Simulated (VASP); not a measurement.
Write the native input for VASP 6.6.1 that does the following.

```
Task                   : single point
Functional             : PBE
Potentials or basis    : VASP PAW PBE potentials, release 64 (W_sv, Sb)
Cutoff                 : 520 eV
k mesh                 : 10 × 10 × 6
Occupations            : gaussian, width 0.05 eV
Spin                   : no spin polarisation
Dipole correction      : no
Further INCAR settings : ALGO = Normal; EDIFF = 1e-06; NBANDS = 27
```

The structure of SbW lies in POSCAR:

```
SbW
1.0
    4.4002257458      0.0000000000      0.0000000000
   -2.2001128729      3.8107072783      0.0000000000
    0.0000000000      0.0000000000      5.2102217637
W Sb
2 2
Direct
    0.0000000000      0.0000000000      0.0000000000
    0.0000000000      0.0000000000      0.5000000000
    0.3333333333      0.6666666667      0.2500000000
    0.6666666667      0.3333333333      0.7500000000
```

The input as run:

INCAR

```
PREC = Accurate
ENCUT = 520
EDIFF = 1E-6
ISMEAR = 0
SIGMA = 0.05
LREAL = False
LASPH = True
NELM = 60
ALGO = Normal
ISIF = 2
LWAVE = False
LCHARG = False
GGA = PE
NBANDS = 27
```

KPOINTS

```
Automatic mesh
0
Gamma
  10 10 6
```

Potentials or basis: VASP PAW PBE potentials, release 64 (W_sv, Sb).

Launch:

```console
$ cat potpaw_PBE.64/W_sv/POTCAR potpaw_PBE.64/Sb/POTCAR > POTCAR
$ mpirun -np 1 vasp_std > vasp.out
```

Results of the run:

```yaml
Pressure: 0.1 GPa
Band_gap_on_the_k_mesh: zero (bands 19 and 20 overlap by 1.40 eV)
```

Caveat: spin-orbit coupling is left out, which moves the levels of the heavy elements.

Run time: 3.9 min on 1 thread of Intel Xeon 8259CL, on a shared host, peak memory 0.29 GiB.
